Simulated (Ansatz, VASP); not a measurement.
**One calculation of TiS2, two programs**

Contents of INCAR:

```
SYSTEM = TiS2
PREC = Accurate ; ENCUT = 500
EDIFF = 1E-6 ; ISMEAR = -1
SIGMA = 0.02 ; LREAL = .FALSE.
LASPH = .TRUE. ; NELM = 120
ALGO = Normal ; ISIF = 2
LWAVE = .FALSE. ; LCHARG = .FALSE.
GGA = PE ; NBANDS = 19
GGA_COMPAT = .FALSE.
```

File KPOINTS:

```
Automatic mesh
0
G
  12 12 4
  0 0 0
```

Contents of POSCAR:

```
TiS2
1.0
    3.4106015668      0.0000000000      0.0000000000
   -1.7053007834      2.9536675990      0.0000000000
    0.0000000000      0.0000000000      5.7387203108
Ti S
1 2
Direct
    0.0000000000      0.0000000000      0.0000000000
    0.3333333333      0.6666666667      0.2449123130
    0.6666666667      0.3333333333      0.7550876870
```

Input for Ansatz:

```yaml
crystal:
  lattice:
    - [3.4106015668, 0.0, 0.0]
    - [-1.7053007834, 2.953667599, 0.0]
    - [0.0, 0.0, 5.7387203108]
  atoms:
    - { symbol: Ti, position: [0.0, 0.0, 0.0] }
    - { symbol: S, position: [0.3333333333, 0.6666666667, 0.244912313] }
    - { symbol: S, position: [0.6666666667, 0.3333333333, 0.755087687] }
kpoints:
  mp_grid: { grid: [12, 12, 4] }
  band_path:
    path:
      - [[0.0, 0.0, 0.0], [0.5, -2.493733739626e-17, 1.30985933241e-33], [0.3333333333333, 0.3333333333333, 1.729679826473e-33], [0.0, 0.0, 0.0], [1.317703160853e-50, -3.449954641892e-50, 0.5], [0.5, -2.493733739626e-17, 0.5], [0.3333333333333, 0.3333333333333, 0.5], [1.317703160853e-50, -3.449954641892e-50, 0.5]]
      - [[0.5, -2.493733739626e-17, 0.5], [0.5, -2.493733739626e-17, 1.30985933241e-33]]
      - [[0.3333333333333, 0.3333333333333, 0.5], [0.3333333333333, 0.3333333333333, 1.729679826473e-33]]
    npoints: 10
hamiltonian:
  xc: pbe
scf:
  occupations: { method: fermi_dirac, width: 0.02 }
  n_extra_bands: 4
output:
  forces: true
  stress: true
  eigenvalues: true
  write_density: true
  write_potential: true
  elf: true
  volumetric_format: npy
```

Alike in both runs: task single point; functional PBE; k mesh 12 × 12 × 4; occupations fermi-dirac, width 0.02 eV; no spin polarisation.

|  | VASP | Ansatz |
| --- | --- | --- |
| version | VASP 6.6.1 | Ansatz 0.2.0 |
| potentials or method | VASP PAW PBE potentials, release 64 (Ti_sv, S) | plane waves, PAW |
| plane-wave cutoff (eV) | 500 | 420 |
| valence electrons in the cell | 24 | 24 |

VASP gave:

* pressure (GPa): 1.5
* traceless stress, the component that is largest in VASP (GPa): 1.09
* rms of the force components (eV/Å): 0.052

Task: Which values does Ansatz return?

Result: Pressure (GPa): 1.6; traceless stress, the component that is largest in VASP (GPa): 1.01; rms of the force components (eV/Å): 0.050.

Atom by atom the forces differ by 0.003 eV/Å (rms over components).
